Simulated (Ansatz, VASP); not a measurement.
# Ti: VASP beside Ansatz

The input POSCAR:

```
Ti
1.0
    1.4848470000      2.5718260000      0.0000000000
   -1.4848470000      2.5718260000      0.0000000000
    0.0000000000      0.0000000000      4.7172850000
Ti
2
Direct
    0.3333300000      0.3333400000      0.2500000000
    0.6666600000      0.6666700000      0.7500000000
```

The input INCAR.step1:

```
SYSTEM = Ti
PREC = Accurate
ENCUT = 520
ISMEAR = -1
SIGMA = 0.0217
LREAL = .False.
LASPH = .True.
NELM = 80
NBANDS = 19
GGA = PE
ALGO = Normal
EDIFF = 1E-4
LWAVE = .True.
LCHARG = .False.
```

Contents of INCAR.step2:

```
SYSTEM = Ti
PREC = Accurate
ENCUT = 520
EDIFF = 1E-6
ISMEAR = -1
SIGMA = 0.0217
LREAL = .False.
LASPH = .True.
NELM = 80
ALGO = Normal
ISIF = 2
LWAVE = .False.
LCHARG = .True.
METAGGA = R2SCAN
LMIXTAU = .True.
LELF = .True.
LVHAR = .True.
NBANDS = 19
ISTART = 1
```

KPOINTS

```
Automatic mesh
0
Gamma
  13 13 7
  0 0 0
```

Input for Ansatz:

```yaml
crystal:
  lattice:
    - [1.484847, 2.571826, 0.0]
    - [-1.484847, 2.571826, 0.0]
    - [0.0, 0.0, 4.717285]
  atoms:
    - { symbol: Ti, position: [0.33333, 0.33334, 0.25] }
    - { symbol: Ti, position: [0.66666, 0.66667, 0.75] }
  symmetry: { tolerance: 0.0003 }
kpoints:
  mp_grid: { grid: [13, 13, 7], shift: [0, 0, 0] }
  band_path:
    path:
      - [0.0, 0.0, 0.0]
      - [0.5, 0.0, 0.0]
      - [0.66666667, 0.33333333, 0.0]
      - [0.0, 0.0, 0.0]
      - [0.0, 0.0, 0.5]
      - [0.5, 0.0, 0.5]
      - [0.66666667, 0.33333333, 0.5]
      - [0.0, 0.0, 0.5]
      - [0.5, 0.0, 0.5]
      - [0.5, 0.0, 0.0]
      - [0.66666667, 0.33333333, 0.5]
    npoints: 6
magnetization:
  spin_polarized: false
scf:
  occupations: { method: fermi_dirac, width: 0.0217 }
  lower_state_search: "off"
  max_iter: 200
hamiltonian:
  pseudopotentials: { kind: paw }
  xc: r2scan
basis:
  ecutwfc: 500
  fft_grid_basis: typed
output:
  forces: true
  stress: true
  eigenvalues: true
  bader: true
  populations: true
  elf: true
  write_potential: true
  volumetric_format: npy
  dos:
    e_range: [-12, 8]
    de: 0.05
    projected: { site_lists: { Ti: [Ti] } }
checkpoint:
  read: saved_state
```

Alike in both runs: task single point; functional r2SCAN; k mesh 13 × 13 × 7; occupations fermi-dirac, width 0.0217 eV; no spin polarisation.

|  | VASP | Ansatz |
| --- | --- | --- |
| version | VASP 6.6.1 | Ansatz 0.2.0 |
| potentials or method | VASP PAW PBE potentials, release 64 (Ti_sv), cutoff 520 eV | PAW plane waves |
| valence electrons in the cell | 24 | 24 |

Ansatz gave:

| Item | Value |
| --- | --- |
| pressure (GPa) | -4.4 |
| traceless stress, the component that is largest in VASP (GPa) | -0.37 |

**Question.** Which values does VASP return?

**Answer.** Pressure (GPa): -4.1; traceless stress, the component that is largest in VASP (GPa): -0.36.

VASP's potentials were made for PBE, not for r2SCAN. Ansatz's warnings: structure snapped to symmetry.
